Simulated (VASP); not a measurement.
Here is a VASP 6.6.1 calculation.

The input INCAR:

```
ALGO = Normal ; EDIFF = 1E-6
ENCUT = 520 ; GGA = PE
GGA_COMPAT = F ; ISIF = 2
ISMEAR = -1 ; LASPH = T
LCHARG = F ; LREAL = F
LWAVE = F ; NBANDS = 109
NELM = 120 ; PREC = Accurate
SIGMA = 0.01
```

File KPOINTS:

```
k-points
0
Gamma
  1 1 1
```

File POSCAR:

```
Hf8O17
1.0
   -0.8929106200      5.2124939800      5.2775973300
    4.2687115500      0.0000000000      5.2725637200
    5.1616221700      5.2124939800     -0.0050336100
Hf O
8 17
Direct
    0.4395870223      0.2779098951      0.0170056359
    0.9456042562      0.7541332707      0.5202864531
   -0.0007559454      0.7730216370      0.9573439103
    0.5131504616      0.2697585943      0.4584683721
    0.0549771503      0.2220682124      0.4985961331
    0.5550546047      0.7282558321      1.0004203121
    0.4958153751      0.7153361086      0.5593701108
    0.9687231207      0.2116123283      0.0718536364
    0.1311086028      0.8335174336      0.6204966843
    0.6323483850      0.3379142133      0.1190742685
    0.1101579567      0.4014142526      0.1446561429
    0.6125174316      0.9057137847      0.6403627835
    0.3667082741      0.6539416679      0.8997737421
    0.8616178407      0.1480548876      0.4054017310
    0.3906690143      0.0785864473      0.3752624968
    0.8894362976      0.5763005288      0.8778693928
    0.3141476606      0.0915502605     -0.0520756559
    0.8038395842      0.5115670725      0.5698218422
    0.0344810747      0.1098754421      0.8173990138
    0.5725758526      0.6040631250      0.3083369826
    0.2019665005      0.4665116833      0.4557284210
    0.6873957708      0.9685552226      0.9628813052
    0.4558468309      0.3807177971      0.7016837707
    0.9167320727      0.8712258413      0.2174044862
    0.2536621985      0.9334201384      0.1638210952
```

Potentials or basis: VASP PAW PBE potentials, release 64 (Hf_pv, O).

Run with:

```console
$ cat potpaw_PBE.64/Hf_pv/POTCAR potpaw_PBE.64/O/POTCAR > POTCAR
$ mpirun -np 1 vasp_gam > vasp.out
```

**Question.** What does it give for the pressure?

**Answer.** -1.5 GPa.

**Question.** What does it give for the largest force?

**Answer.** 0.204 eV/Å.

Stress tensor (GPa, compression positive):
```
-3.08 -0.47  0.93
-0.47  0.88  1.60
 0.93  1.60 -2.39
```

Caveat: the k points lie up to 1.11 Å⁻¹ apart.
